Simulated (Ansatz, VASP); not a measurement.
**W: VASP beside Ansatz**

Contents of INCAR:

```
ALGO     = Normal         # electronic algorithm
EDIFF    = 1E-6           # SCF threshold, eV
ENCUT    = 520            # plane-wave cutoff, eV
GGA      = RP             # functional
ISIF     = 2              # what is computed and relaxed
ISMEAR   = 1              # smearing method
LASPH    = True           # aspherical terms in the spheres
LCHARG   = False          # write CHGCAR
LREAL    = False          # projectors in reciprocal space
LWAVE    = False          # write WAVECAR
NBANDS   = 13             # bands
NELM     = 100            # most SCF steps
PREC     = Accurate       # precision mode
SIGMA    = 0.1            # smearing width, eV
```

The input KPOINTS:

```
k-points
0
Gamma
  10 10 10
```

Contents of POSCAR:

```
W
1.0
    0.0000000000      2.0300000000      2.0300000000
    2.0300000000      0.0000000000      2.0300000000
    2.0300000000      2.0300000000      0.0000000000
W
1
Direct
    0.0000000000      0.0000000000      0.0000000000
```

Input for Ansatz:

```yaml
crystal:
  lattice:
    - [0.0, 2.03, 2.03]
    - [2.03, 0.0, 2.03]
    - [2.03, 2.03, 0.0]
  atoms:
    - { symbol: W, position: [0.0, 0.0, 0.0] }
basis:
  ecutwfc: 525.0
kpoints:
  mp_grid:
    grid: [10, 10, 10]
hamiltonian:
  xc: rpbe
scf:
  convergence:
    dr2_threshold: 1.0e-07
  mixing:
    algorithm: anderson
    preconditioner: none
  occupations:
    method: cold
output:
  forces: true
  stress: true
```

Alike in both runs: task single point; functional RPBE; k mesh 10 × 10 × 10; no spin polarisation.

|  | VASP | Ansatz |
| --- | --- | --- |
| version | VASP 6.6.1 | Ansatz 0.2.0 |
| potentials or method | VASP PAW PBE potentials, release 64 (W_sv), cutoff 520 eV | plane waves, PAW |
| occupations | methfessel-paxton of order 1, width 0.1 eV | cold |
| valence electrons in the cell | 14 | 14 |

Ansatz gave:

- pressure (GPa): -0.8

**Question.** Which values does VASP return?

**Answer.** Pressure (GPa): -0.5.

VASP's potentials were made for PBE, not for RPBE. Ansatz's warnings: stress scf threshold loose.

Neither program's run includes spin-orbit coupling.
